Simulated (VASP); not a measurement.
Here is a VASP 6.6.1 calculation.

File INCAR:

```
SYSTEM = InAs
PREC = Accurate
ENCUT = 520
EDIFF = 1E-6
ISMEAR = 0
SIGMA = 0.15
LREAL = .False.
LASPH = .True.
NELM = 60
ALGO = Normal
ISIF = 2
LWAVE = .False.
LCHARG = .False.
GGA = PS
NBANDS = 16
```

File KPOINTS:

```
regular mesh
0
Gamma
  16 16 16
  0 0 0
```

File POSCAR:

```
InAs
1.0
    0.0000000000      2.7707712291      3.6020025978
    2.7707712291      0.0000000000      3.6020025978
    2.7707712291      2.7707712291      0.0000000000
In As
1 1
Direct
    0.0000000000      0.0000000000      0.0000000000
    0.7500000000      0.7500000000      0.7500000000
```

Potentials or basis: VASP PAW PBE potentials, release 64 (In_d, As).

Command:

```sh
$ cat potpaw_PBE.64/In_d/POTCAR potpaw_PBE.64/As/POTCAR > POTCAR
$ mpirun -np 1 vasp_std > vasp.out
```

What does it give for the pressure?

0.3 GPa.

Predict the band gap on the k mesh.

zero (bands 9 and 10 overlap by 0.46 eV).

Stress tensor (GPa, compression positive):
```
 4.50  0.00  0.00
 0.00  4.50  0.00
 0.00  0.00 -7.97
```

Caveat: semilocal functionals underestimate gaps, so a narrow gap can read as zero; the PAW data sets were made with another functional, which shifts forces and pressure a little; spin-orbit coupling is left out, which moves the levels of the heavy elements.
